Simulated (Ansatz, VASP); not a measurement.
## Two plane-wave programs on Ga6AsP5

INCAR

```
  PREC = Accurate
  ENCUT = 520
  EDIFF = 1E-6
  ISMEAR = 0
  SIGMA = 0.1
  LREAL = F
  LASPH = T
  NELM = 80
  ALGO = Normal
  ISIF = 2
  LWAVE = F
  LCHARG = F
  GGA = PE
  NBANDS = 66
  KPAR = 4
```

The input KPOINTS:

```
Automatic mesh
0
Gamma
  8 6 4
```

File POSCAR:

```
Ga6AsP5
1.0
   -3.9208493966      0.0000000000      0.0000000000
    0.0000000000      5.5436440020      0.0000000000
    0.0000000000      0.0000000000    -11.7624468934
Ga As P
6 1 5
Direct
    0.0000000000      0.0034325892      0.0059260783
    0.5000000000      0.4857469536      0.8333333333
    0.0000000000      0.0034325892      0.6607405884
    0.5000000000      0.5025030471      0.4987320392
    0.0000000000      0.0022533436      0.3333333333
    0.5000000000      0.5025030471      0.1679346275
    0.0000000000      0.7502384927      0.8333333333
    0.5000000000      0.2495733963      0.6634516308
    1.0000000000      0.7499615428      0.4975449470
    0.5000000000      0.2508200593      0.3333333333
    1.0000000000      0.7499615428      0.1691217196
    0.5000000000      0.2495733963      1.0032150358
```

Input for Ansatz:

```yaml
crystal:
  lattice:
    - [-3.9208493966, 0.0, 0.0]
    - [0.0, 5.543644002, 0.0]
    - [0.0, 0.0, -11.7624468934]
  atoms:
    - { symbol: Ga, position: [0.0, 0.0034325892, 0.0059260783] }
    - { symbol: As, position: [0.0, 0.7502384927, 0.8333333333] }
    - { symbol: Ga, position: [0.5, 0.4857469536, 0.8333333333] }
    - { symbol: P, position: [0.5, 0.2495733963, 0.6634516308] }
    - { symbol: Ga, position: [0.0, 0.0034325892, 0.6607405884] }
    - { symbol: P, position: [1.0, 0.7499615428, 0.497544947] }
    - { symbol: Ga, position: [0.5, 0.5025030471, 0.4987320392] }
    - { symbol: P, position: [0.5, 0.2508200593, 0.3333333333] }
    - { symbol: Ga, position: [0.0, 0.0022533436, 0.3333333333] }
    - { symbol: P, position: [1.0, 0.7499615428, 0.1691217196] }
    - { symbol: Ga, position: [0.5, 0.5025030471, 0.1679346275] }
    - { symbol: P, position: [0.5, 0.2495733963, 1.0032150358] }
basis:
  ecutwfc: 420
kpoints:
  mp_grid: { grid: [8, 6, 4] }
hamiltonian:
  xc: pbe
scf:
  occupations: { method: gaussian, width: 0.1 }
  algorithm: density_mixing
output:
  forces: true
  eigenvalues: true
  stress: true
```

Alike in both runs: task single point; functional PBE; k mesh 8 × 6 × 4; occupations gaussian, width 0.1 eV; no spin polarisation.

|  | VASP | Ansatz |
| --- | --- | --- |
| version | VASP 6.6.1 | Ansatz 0.2.0 |
| potentials or method | VASP PAW PBE potentials, release 64 (Ga_d, As, P), cutoff 520 eV | scalar-relativistic, plane waves, PAW |
| valence electrons in the cell | 108 | 118 |

VASP gave:

* gap on the k mesh at the Fermi level (eV): 1.25
* pressure (GPa): 0.0
* rms of the force components (eV/Å): 0.005

Q: What did Ansatz give for the same quantities?

A: gap on the k mesh at the Fermi level (eV): 1.25; pressure (GPa): 0.0; rms of the force components (eV/Å): 0.002.

With one functional, cell and mesh, what is left measures potentials, basis and numerics. VASP's potentials hold 108 valence electrons a cell and Ansatz's 118, so a difference there can come from the potentials and not from the codes.
